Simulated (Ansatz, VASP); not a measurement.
**Al2N: VASP beside Ansatz**

```xyz
6
Lattice="3.0505 0.0000 0.0000 -1.5252 2.6418 0.0000 0.0000 0.0000 10.3577" Properties=species:S:1:pos:R:3 pbc="T T T"
Al    0.0000    0.0000    3.8094
Al    0.0000    0.0000    6.5483
Al    1.5252    0.8806    1.2127
Al    0.0000    1.7612    9.1450
N     1.5252    0.8806    3.1013
N     0.0000    1.7612    7.2564
```

Change from the starting cell: species swapped into the B2O type (P-3m1, No. 164).

Alike in both runs: functional PBE; k mesh 5 × 5 × 2; occupations gaussian, width 0.2 eV; no spin polarisation.

Ansatz relaxed the structure, and its values are those at the end. VASP's run is a single point on that final structure, the one shown.

|  | VASP | Ansatz |
| --- | --- | --- |
| version | VASP 6.6.1 | Ansatz 0.2.0 |
| potentials or method | VASP PAW PBE potentials, release 64 (Al, N), cutoff 520 eV | scalar-relativistic, plane waves, PAW |
| valence electrons in the cell | 22 | 22 |

VASP gave:

| Item | Value |
| --- | --- |
| gap on the k mesh at the Fermi level (eV) | none |
| pressure (GPa) | -0.1 |
| rms of the force components (eV/Å) | 0.009 |

Question: What did Ansatz give for the same quantities?

Answer: gap on the k mesh at the Fermi level (eV): none; pressure (GPa): 0.0; rms of the force components (eV/Å): 0.004.

A gap of «none» marks a metal or a gap that the smearing closes.

The k mesh is coarse, so the values compare programs but aren't converged.
